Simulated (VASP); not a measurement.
Set up this calculation in VASP 6.6.1, as the native input.

```
Task                   : relaxation of cell and atoms
Functional             : PBEsol
Potentials or basis    : VASP PAW PBE potentials, release 64 (Ir)
Cutoff                 : 600 eV
k mesh                 : 18 × 18 × 18
Occupations            : gaussian, width 0.1 eV
Spin                   : no spin polarisation
Target pressure        : 50 GPa
Dipole correction      : no
Further INCAR settings : ALGO = Fast; EDIFF = 1e-06; IBRION = 2; EDIFFG = -0.008; NSW = 70; ISIF = 3
```

The structure of Ir lies in POSCAR:

```
Ir
1.0
    0.0000000000      1.8501016442      1.8501016442
    1.8501016442      0.0000000000      1.8501016442
    1.8501016442      1.8501016442      0.0000000000
Ir
1
Direct
    0.0000000000      0.0000000000      0.0000000000
```

One way to write it, as run:

INCAR

```
SYSTEM = Ir
ALGO     = Fast           ! electronic algorithm
EDIFF    = 1E-6           ! SCF threshold, eV
EDIFFG   = -0.008         ! ionic threshold
ENCUT    = 600            ! plane-wave cutoff, eV
GGA      = PS             ! functional
IBRION   = 2              ! ionic algorithm
ISIF     = 3              ! what is computed and relaxed
ISMEAR   = 0              ! smearing method
LASPH    = .TRUE.         ! aspherical terms in the spheres
LCHARG   = .FALSE.        ! write CHGCAR
LREAL    = .FALSE.        ! projectors in reciprocal space
LWAVE    = .FALSE.        ! write WAVECAR
NELM     = 60             ! most SCF steps
NSW      = 70             ! ionic steps
PREC     = Accurate       ! precision mode
PSTRESS  = 500.0        
SIGMA    = 0.1            ! smearing width, eV
```

KPOINTS

```
k-points
0
G
  18 18 18
  0 0 0
```

Potentials or basis: VASP PAW PBE potentials, release 64 (Ir).

Command:

```console
$ cat potpaw_PBE.64/Ir/POTCAR > POTCAR
$ mpirun -np 1 vasp_std > vasp.out
```

It gave:

The relaxed volume is 12.75 Å³/atom. The relaxed cell is a = 2.622 Å, b = 2.622 Å, c = 2.622 Å, α = 60.00°, β = 60.00°, γ = 60.00°. The space group after relaxing (to 0.05 Å) is Fm-3m (No. 225). The energy change on relaxing (the enthalpy is what falls) is -27.8 meV/atom, the ionic steps are 3 and the pressure after relaxing is 50.0 GPa.

Caveat: the cell is relaxed towards a set pressure, so the enthalpy falls and the energy may rise; the PAW data sets were made with another functional, which shifts forces and pressure a little.

It took 77 s on 1 thread of AMD EPYC 7R43 64-Core Processor (Zen 3), on a shared host, peak memory 0.14 GiB.
